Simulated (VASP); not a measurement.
Set up this calculation in VASP 6.6.1, as the native input.

| Quantity | Value |
| --- | --- |
| Task | single point |
| Functional | PBEsol |
| Potentials or basis | VASP PAW PBE potentials, release 64 (Au) |
| Cutoff | 520 eV |
| k mesh | 20 × 20 × 20 |
| Occupations | gaussian, width 0.15 eV |
| Spin | no spin polarisation |
| Dipole correction | no |
| Further INCAR settings | ALGO = Normal; EDIFF = 1e-07; NBANDS = 12 |

The structure of Au lies in POSCAR:

```
Au
1.0
   -1.6572690000      1.6572690000      1.6572690000
    1.6572690000     -1.6572690000      1.6572690000
    1.6572690000      1.6572690000     -1.6572690000
Au
1
Direct
    0.0000000000      0.0000000000      0.0000000000
```

The input as run:

INCAR

```
SYSTEM = Au
  PREC = Accurate
  ENCUT = 520
  EDIFF = 1E-7
  ISMEAR = 0
  SIGMA = 0.15
  LREAL = .False.
  LASPH = .True.
  NELM = 80
  ALGO = Normal
  ISIF = 2
  LWAVE = .False.
  LCHARG = .False.
  GGA = PS
  NBANDS = 12
```

KPOINTS

```
regular mesh
0
Gamma
  20 20 20
  0 0 0
```

Potentials or basis: VASP PAW PBE potentials, release 64 (Au).

The run is started by

```console
$ cat potpaw_PBE.64/Au/POTCAR > POTCAR
$ mpirun -np 1 vasp_std > vasp.out
```

It gave:

```yaml
Pressure: -9.7 GPa
```

Caveat: the PAW data sets were made with another functional, which shifts forces and pressure a little.

Run time: 21 s on 1 thread of Intel(R) Xeon(R) Platinum 8488C (Sapphire Rapids), with other jobs on the host, peak memory 0.18 GiB.
